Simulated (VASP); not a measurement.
# KF (Fmmm) in VASP: further runs, part 2 of 2

VASP 6.6.1. The steps go on from the part before.

### Step 4. Single point, PBE (normal strain along x -0.0700, normal strain along z +0.0375)

The input, INCAR:

```
SYSTEM = KF
PREC = Accurate
ENCUT = 520
EDIFF = 1E-6
ISMEAR = 0
SIGMA = 0.05
LREAL = .FALSE.
LASPH = .TRUE.
NELM = 60
ALGO = Normal
ISIF = 2
LWAVE = .FALSE.
LCHARG = .TRUE.
GGA = PE
LELF = .TRUE.
LVHAR = .TRUE.
NBANDS = 15
```

The input, KPOINTS:

```
regular mesh
0
G
  8 8 8
  0 0 0
```

The input, POSCAR:

```
KF
1.0
    0.0000000000      2.7105354767      2.8121805571
    2.5207979933      0.0000000000      2.8121805571
    2.5207979933      2.7105354767      0.0000000000
K F
1 1
Direct
    0.0000000000      0.0000000000      0.0000000000
    0.5000000000      0.5000000000      0.5000000000
```

Potentials or basis: VASP PAW PBE potentials, release 64 (K_sv, F).

The run is started by

```sh
$ cat potpaw_PBE.64/K_sv/POTCAR potpaw_PBE.64/F/POTCAR > POTCAR
$ mpirun -np 1 vasp_std > vasp.out
```

OUTCAR:

```text
SYSTEM = KF
   PREC = Accurate
   ENCUT = 520
   EDIFF = 1E-6
   ISMEAR = 0
   LREAL = .FALSE.
   LASPH = .TRUE.
   NELM = 60
   ISIF = 2
   GGA = PE

 ion  position               nearest neighbor table
   1  0.000  0.000  0.000-   2 2.52   2 2.52   2 2.71   2 2.71   2 2.81   2 2.81
   2  0.500  0.500  0.500-   1 2.52   1 2.52   1 2.71   1 2.71   1 2.81   1 2.81

  LATTYP: Found a face centered orthorhombic cell.
 ALAT       =     5.0415959866
 B/A-ratio  =     1.0752688172
 C/A-ratio  =     1.1155913979

  Lattice vectors:

[... 621 lines left out ...]

  FORCE on cell =-STRESS in cart. coord.  units (eV):
  Direction    XX          YY          ZZ          XY          YZ          ZX
  --------------------------------------------------------------------------------------
  -------------------------------------------------------------------------------------
  Total        1.4847434      0.1620159     -0.2007901      0.0000000      0.0000000      0.0000000
  in kB       61.9007124      6.7546348     -8.3711781      0.0000000      0.0000000      0.0000000
  external PRESSURE =      20.0947230 kB  Pullay stress =       0.0000000 kB

 VOLUME and BASIS-vectors are now :
 -----------------------------------------------------------------------------
  energy-cutoff  :      520.00
  volume of cell :       38.43
      direct lattice vectors                 reciprocal lattice vectors
     0.000000000  2.710535477  2.812180557    -0.198349888  0.184465396  0.177797972
     2.520797993  0.000000000  2.812180557     0.198349888 -0.184465396  0.177797972
     2.520797993  2.710535477  0.000000000     0.198349888  0.184465396 -0.177797972

 POSITION                                       TOTAL-FORCE (eV/Angst)
 -----------------------------------------------------------------------------------
      0.00000      0.00000      0.00000         0.000000      0.000000      0.000000
      2.52080      2.71054      2.81218        -0.000000      0.000000     -0.000000
 -----------------------------------------------------------------------------------
    total drift:                                0.000000      0.000000      0.000000

  FREE ENERGIE OF THE ION-ELECTRON SYSTEM (eV)
  ---------------------------------------------------
  free  energy   TOTEN  =        -8.2463779222 eV

  energy  without entropy=       -8.2463779222  energy(sigma->0) =       -8.24637792
```

OSZICAR:

```text
N       E                     dE             d eps       ncg     rms          rms(c)
DAV:   1     0.108026034084E+03    0.10803E+03   -0.82709E+03  2858   0.104E+03
DAV:   2    -0.513527437485E+01   -0.11316E+03   -0.10432E+03  3678   0.284E+02
DAV:   3    -0.940294718269E+01   -0.42677E+01   -0.42490E+01  3827   0.488E+01
DAV:   4    -0.952732280404E+01   -0.12438E+00   -0.12436E+00  3784   0.772E+00
DAV:   5    -0.952913542507E+01   -0.18126E-02   -0.18126E-02  3935   0.795E-01    0.644E+00
DAV:   6    -0.827702639445E+01    0.12521E+01   -0.35430E+00  3032   0.150E+01    0.421E+00
DAV:   7    -0.824832291616E+01    0.28703E-01   -0.69614E-02  3592   0.229E+00    0.236E+00
DAV:   8    -0.824397572203E+01    0.43472E-02   -0.51557E-02  3137   0.225E+00    0.198E-01
DAV:   9    -0.824564762165E+01   -0.16719E-02   -0.40297E-03  3718   0.519E-01    0.125E-01
DAV:  10    -0.824627129014E+01   -0.62367E-03   -0.55108E-04  3047   0.202E-01    0.575E-02
DAV:  11    -0.824637949401E+01   -0.10820E-03   -0.11629E-04  3088   0.931E-02    0.209E-02
DAV:  12    -0.824637744625E+01    0.20478E-05   -0.14921E-05  3517   0.382E-02    0.359E-03
DAV:  13    -0.824637792222E+01   -0.47597E-06   -0.21838E-06  3172   0.133E-02
   1 F= -.82463779E+01 E0= -.82463779E+01  d E =-.865379E-15
```

Run time: 93 s. Hardware: 1 thread of Intel Xeon 8259CL, shared host; peak memory 0.19 GiB.

Results:

| Property | Result |
| --- | --- |
| Free energy | -8.2464 eV |
| Pressure | 2.0 GPa |
| Band gap on the k mesh | 5.97 eV |

Stress tensor (GPa, compression positive):
```
 6.19  0.00  0.00
 0.00  0.68  0.00
 0.00  0.00 -0.84
```

Levels at points of the mesh, in eV from the valence-band top:
```tsv
k point	band 6	band 7	band 8	band 9	band 10	band 11
(0.00, 0.00, 0.00)	-0.18	-0.14	0.00	5.97	10.32	10.54
(0.50, 0.00, 0.00)	-0.91	-0.49	-0.46	8.90	10.41	11.67
(0.50, 0.50, 0.00)	-0.43	-0.20	-0.04	8.29	10.14	11.16
(0.50, 0.00, 0.50)	-0.36	-0.24	-0.04	8.19	10.11	11.51
(0.00, 0.50, 0.50)	-0.25	-0.21	-0.15	7.87	10.27	12.19
```

Caveat: the cell differs from its parent crystal (normal strain along x -0.0700, normal strain along z +0.0375). A k mesh can miss the band edges.

### Step 5. Single point, PBE (normal strain along x +0.0525, normal strain along z -0.0750)

The input, INCAR:

```
PREC     = Accurate       # precision mode
ENCUT    = 520            # plane-wave cutoff, eV
EDIFF    = 1E-6           # SCF threshold, eV
ISMEAR   = 0              # smearing method
SIGMA    = 0.05           # smearing width, eV
LREAL    = False          # projectors in reciprocal space
LASPH    = True           # aspherical terms in the spheres
NELM     = 60             # most SCF steps
ALGO     = Normal         # electronic algorithm
ISIF     = 2              # what is computed and relaxed
LWAVE    = False          # write WAVECAR
LCHARG   = False          # write CHGCAR
GGA      = PE             # functional
NBANDS   = 15             # bands
```

The input, KPOINTS:

```
regular mesh
0
Gamma
  8 8 8
```

The input, POSCAR:

```
KF
1.0
    0.0000000000      2.7105354767      2.5072453159
    2.8528385892      0.0000000000      2.5072453159
    2.8528385892      2.7105354767      0.0000000000
K F
1 1
Direct
    0.0000000000      0.0000000000      0.0000000000
    0.5000000000      0.5000000000      0.5000000000
```

Potentials or basis: VASP PAW PBE potentials, release 64 (K_sv, F).

The run is started by

```sh
$ cat potpaw_PBE.64/K_sv/POTCAR potpaw_PBE.64/F/POTCAR > POTCAR
$ mpirun -np 1 vasp_std > vasp.out
```

OUTCAR:

```text
PREC = Accurate
   ENCUT = 520
   EDIFF = 1E-6
   ISMEAR = 0
   LREAL = False
   LASPH = True
   NELM = 60
   ISIF = 2
   GGA = PE

 ion  position               nearest neighbor table
   1  0.000  0.000  0.000-   2 2.51   2 2.51   2 2.71   2 2.71   2 2.85   2 2.85
   2  0.500  0.500  0.500-   1 2.51   1 2.51   1 2.71   1 2.71   1 2.85   1 2.85

  LATTYP: Found a face centered orthorhombic cell.
 ALAT       =     5.0144906318
 B/A-ratio  =     1.0810810811
 C/A-ratio  =     1.1378378378

  Lattice vectors:

 A1 = (   2.8528385892,  -2.7105354767,   0.0000000000)
 A2 = (   2.8528385892,   0.0000000000,   2.5072453159)
 A3 = (   0.0000000000,  -2.7105354767,   2.5072453159)

Analysis of symmetry for initial positions (statically):
=====================================================================
 Subroutine PRICEL returns:
 Original cell was already a primitive cell.

 Routine SETGRP: Setting up the symmetry group for a
 face centered orthorhombic supercell.

 Subroutine GETGRP returns: Found  8 space group operations
 (whereof  8 operations were pure point group operations)
 out of a pool of  8 trial point group operations.

The static configuration has the point symmetry D_2h.

Analysis of symmetry for dynamics (positions and initial velocities):
=====================================================================
 Subroutine PRICEL returns:
 Original cell was already a primitive cell.

 Routine SETGRP: Setting up the symmetry group for a
 face centered orthorhombic supercell.

 Subroutine GETGRP returns: Found  8 space group operations
 (whereof  8 operations were pure point group operations)
 out of a pool of  8 trial point group operations.

The dynamic configuration has the point symmetry D_2h.

 Subroutine INISYM returns: Found  8 space group operations
 (whereof  8 operations are pure point group operations),
 and found     1 'primitive' translations

[... 123 lines left out ...]
   LEPSILON=     F    determine dielectric tensor
   LRPA    =     F    only Hartree local field effects (RPA)
 non-spin polarized calculation
 Gauss-broadening in eV      SIGMA  =   0.05
  energy-cutoff  :      520.00
  volume of cell :       38.78
 maximum number of plane-waves:      1072
   NGX = 13   NGY = 15   NGZ = 15

 number of electron      16.0000001 magnetization

 Free energy of the ion-electron system (eV)
  ---------------------------------------------------
  ext. energy  EPLUGINS =         0.00000000
  ---------------------------------------------------
  free energy    TOTEN  =        -8.23476013 eV

  energy without entropy =       -8.23476013  energy(sigma->0) =       -8.23476013

 E-fermi :  -2.4837     XC(G=0):  -8.3128

 val. band max:       -2.7196991135   @ k =   0.0000   0.0000   0.0000
 cond. band min:       3.1693995530   @ k =   0.0000   0.0000   0.0000
 fundamental gap:      5.8890986665
 Fermi energy:        -2.4836605868

 k-point     1 :       0.0000    0.0000    0.0000
  band No.  band energies     occupation
      1     -28.9892      2.00000
      2     -21.5126      2.00000
      3     -12.2823      2.00000
      4     -12.2569      2.00000
      5     -12.2413      2.00000
      6      -2.9245      2.00000
      7      -2.8803      2.00000
      8      -2.7197      2.00000
      9       3.1694      0.00000
     10       7.5178      0.00000
     11       7.8240      0.00000
     12       8.2305      0.00000
     13       8.9476      0.00000
     14      10.0975      0.00000
[... 401 lines left out ...]
      2     -21.5784      2.00000
      3     -12.4700      2.00000
      4     -12.3501      2.00000
      5     -12.2819      2.00000
      6      -3.4300      2.00000
      7      -3.1164      2.00000
      8      -3.0284      2.00000
      9       5.6175      0.00000
     10       6.8980      0.00000
     11       8.8128      0.00000
     12       9.3392      0.00000
     13      10.3496      0.00000
     14      10.9064      0.00000
     15      14.3377      0.00000

 [... further k-points ...]

------------------------ aborting loop because EDIFF is reached ----------------------------------------

  FORCE on cell =-STRESS in cart. coord.  units (eV):
  Direction    XX          YY          ZZ          XY          YZ          ZX
  --------------------------------------------------------------------------------------
  -------------------------------------------------------------------------------------
  Total       -0.3164496      0.1448537      1.6042803      0.0000000      0.0000000      0.0000000
  in kB      -13.0754323      5.9852309     66.2875115      0.0000000      0.0000000      0.0000000
  external PRESSURE =      19.7324367 kB  Pullay stress =       0.0000000 kB

 VOLUME and BASIS-vectors are now :
 -----------------------------------------------------------------------------
  energy-cutoff  :      520.00
  volume of cell :       38.78
      direct lattice vectors                 reciprocal lattice vectors
     0.000000000  2.710535477  2.507245316    -0.175264034  0.184465396  0.199422050
     2.852838589  0.000000000  2.507245316     0.175264034 -0.184465396  0.199422050
     2.852838589  2.710535477  0.000000000     0.175264034  0.184465396 -0.199422050

 POSITION                                       TOTAL-FORCE (eV/Angst)
 -----------------------------------------------------------------------------------
      0.00000      0.00000      0.00000         0.000000      0.000000      0.000000
      2.85284      2.71054      2.50725         0.000000      0.000000      0.000000
 -----------------------------------------------------------------------------------
    total drift:                                0.000000      0.000000      0.000000

  FREE ENERGIE OF THE ION-ELECTRON SYSTEM (eV)
  ---------------------------------------------------
  free  energy   TOTEN  =        -8.2347601318 eV

  energy  without entropy=       -8.2347601318  energy(sigma->0) =       -8.23476013
```

OSZICAR:

```text
N       E                     dE             d eps       ncg     rms          rms(c)
DAV:   1     0.111457796961E+03    0.11146E+03   -0.82515E+03  2858   0.104E+03
DAV:   2    -0.491793708330E+01   -0.11638E+03   -0.10709E+03  3680   0.283E+02
DAV:   3    -0.940046056705E+01   -0.44825E+01   -0.44617E+01  3743   0.505E+01
DAV:   4    -0.952445583700E+01   -0.12400E+00   -0.12397E+00  3762   0.768E+00
DAV:   5    -0.952630572181E+01   -0.18499E-02   -0.18499E-02  3922   0.778E-01    0.646E+00
DAV:   6    -0.826591393709E+01    0.12604E+01   -0.35698E+00  3074   0.150E+01    0.423E+00
DAV:   7    -0.823682186716E+01    0.29092E-01   -0.71514E-02  3557   0.231E+00    0.238E+00
DAV:   8    -0.823230378816E+01    0.45181E-02   -0.52436E-02  3151   0.227E+00    0.201E-01
DAV:   9    -0.823400946677E+01   -0.17057E-02   -0.41551E-03  3746   0.523E-01    0.126E-01
DAV:  10    -0.823465957064E+01   -0.65010E-03   -0.58169E-04  3012   0.207E-01    0.565E-02
DAV:  11    -0.823476195600E+01   -0.10239E-03   -0.11482E-04  3095   0.932E-02    0.214E-02
DAV:  12    -0.823475964956E+01    0.23064E-05   -0.16374E-05  3482   0.396E-02    0.350E-03
DAV:  13    -0.823476013178E+01   -0.48222E-06   -0.22479E-06  3144   0.135E-02
   1 F= -.82347601E+01 E0= -.82347601E+01  d E =-.174660E-13
```

Wall time 77 s (1 thread of Intel Xeon 8259CL, shared host); peak memory 0.19 GiB.

Results:

```
Free energy            : -8.2348 eV
Pressure               : 2.0 GPa
Band gap on the k mesh : 5.89 eV
```

Caveat: the cell differs from its parent crystal (normal strain along x +0.0525, normal strain along z -0.0750). A k mesh can miss the band edges.

### Step 6. Overview

```csv
cell,gap on the mesh (eV),pressure (GPa)
"a = 3.692, b = 3.763, c = 3.901 Å, angles 57.6, 59.3, 63.1°, 2 atoms",5.99,2.4
"a = 3.624, b = 3.768, c = 3.970 Å, angles 55.8, 59.3, 64.9°, 2 atoms",5.81,4.4
"a = 3.906, b = 3.777, c = 3.702 Å, angles 63.0, 59.5, 57.6°, 2 atoms",5.97,2.0
"a = 3.692, b = 3.798, c = 3.935 Å, angles 57.0, 59.6, 63.4°, 2 atoms",5.89,2.0
```

Alike in all rows: task single point; level PBE; potentials or basis VASP PAW PBE potentials, release 64 (K_sv, F); no spin polarisation; k mesh 8 × 8 × 8; cutoff (eV) 520; smearing gaussian 0.05 eV.

Caveats: the cell stands under pressure (at least some runs).

Absolute energies hang on the potentials; compare differences alone.
